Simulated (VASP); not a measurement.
Crystal: ZrC.

```
Zr C
1.0
     0.00000    2.33500    2.33500
     2.33500    0.00000    2.33500
     2.33500    2.33500    0.00000
Zr C
1 1
Direct
  0.00000 0.00000 0.00000
  0.50000 0.50000 0.50000
```

* Program: VASP 6.6.1
* Task: relaxation of cell and atoms
* Functional: r2SCAN
* Potentials or basis: VASP PAW PBE potentials, release 64 (Zr_sv, C)
* Cutoff: 600 eV
* k mesh: 16 × 16 × 16
* Occupations: gaussian, width 0.1 eV
* Spin: no spin polarisation

At the start: pressure 6.6 GPa; volume 12.73 Å³/atom.

How do energy, volume and symmetry change on relaxing?

Over 17 steps the energy falls by 7.0 meV/atom and the volume is 13.08 Å³/atom (+2.7 %); space group Fm-3m (No. 225, to 0.1 Å) before and after.

The path:
| step | energy change (eV) | largest force (eV/Å) | pressure (GPa) | volume (Å³) |
| --- | --- | --- | --- | --- |
| 1 | 0.0000 | 0.0000 | 6.56 | 25.46 |
| 2 | 0.0269 | 0.0000 | -9.90 | 27.43 |
| 3 | -0.0140 | 0.0000 | -0.08 | 26.17 |
| 4 | -0.0140 | 0.0000 | 0.04 | 26.16 |
| 5 | -0.0140 | 0.0000 | 0.04 | 26.16 |
| 6 | -0.0140 | 0.0000 | 0.05 | 26.16 |
| 7 | -0.0140 | 0.0000 | 0.04 | 26.16 |
| 8 | -0.0140 | 0.0000 | 0.04 | 26.16 |
| 9 | -0.0140 | 0.0000 | 0.04 | 26.16 |
| 10 | -0.0140 | 0.0000 | 0.04 | 26.16 |
| 11 | -0.0140 | 0.0000 | 0.04 | 26.16 |
| 12 | -0.0140 | 0.0000 | 0.04 | 26.16 |
| 13 | -0.0140 | 0.0000 | 0.04 | 26.16 |
| 14 | -0.0140 | 0.0000 | 0.04 | 26.16 |
| 15 | -0.0140 | 0.0000 | 0.04 | 26.16 |
| 16 | -0.0140 | 0.0000 | 0.04 | 26.16 |
| 17 | -0.0140 | 0.0000 | 0.00 | 26.16 |

Final structure:
```cif
data_structure
_symmetry_space_group_name_H-M 'P 1'
_symmetry_Int_Tables_number 1
_cell_length_a 3.3321
_cell_length_b 3.3321
_cell_length_c 3.3321
_cell_angle_alpha 60.000
_cell_angle_beta 60.000
_cell_angle_gamma 60.000
_cell_volume 26.16
loop_
_atom_site_label
_atom_site_type_symbol
_atom_site_fract_x
_atom_site_fract_y
_atom_site_fract_z
_atom_site_occupancy
Zr1 Zr 0.00000 0.00000 0.00000 1
C1 C 0.50000 0.50000 0.50000 1
```

Caveat: the PAW data sets were made with another functional, which shifts forces and pressure a little.
